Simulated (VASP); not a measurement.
A run of VASP 6.6.1 is set up as follows.

The input INCAR:

```
SYSTEM = Ge
PREC = Accurate
ENCUT = 520
EDIFF = 1E-6
ISMEAR = -1
SIGMA = 0.05
LREAL = .False.
LASPH = .True.
NELM = 60
ALGO = Normal
ISIF = 2
LWAVE = .False.
LCHARG = .True.
GGA = PE
LELF = .True.
LVHAR = .True.
NBANDS = 21
```

File KPOINTS:

```
regular mesh
0
Gamma
  8 8 8
  0 0 0
```

File POSCAR:

```
Ge
1.0
    0.0000000000      2.6885807531      2.6885807531
    2.6885807531      0.0000000000      2.6885807531
    2.6885807531      2.6885807531      0.0000000000
Ge
2
Direct
    0.7500000000      0.7500000000      0.7500000000
    0.5000000000      0.5000000000      0.5000000000
```

Potentials or basis: VASP PAW PBE potentials, release 64 (Ge_d).

Run with:

```sh
$ cat potpaw_PBE.64/Ge_d/POTCAR > POTCAR
$ mpirun -np 1 vasp_std > vasp.out
```

Task: Estimate the pressure.

Result: 20.0 GPa.

Task: Estimate the band gap on the k mesh.

Result: 0.34 eV (least direct gap 1.51 eV).

Caveat: the cell stands under pressure; semilocal functionals underestimate gaps, and a narrow one can read as zero. A k mesh can miss the band edges.
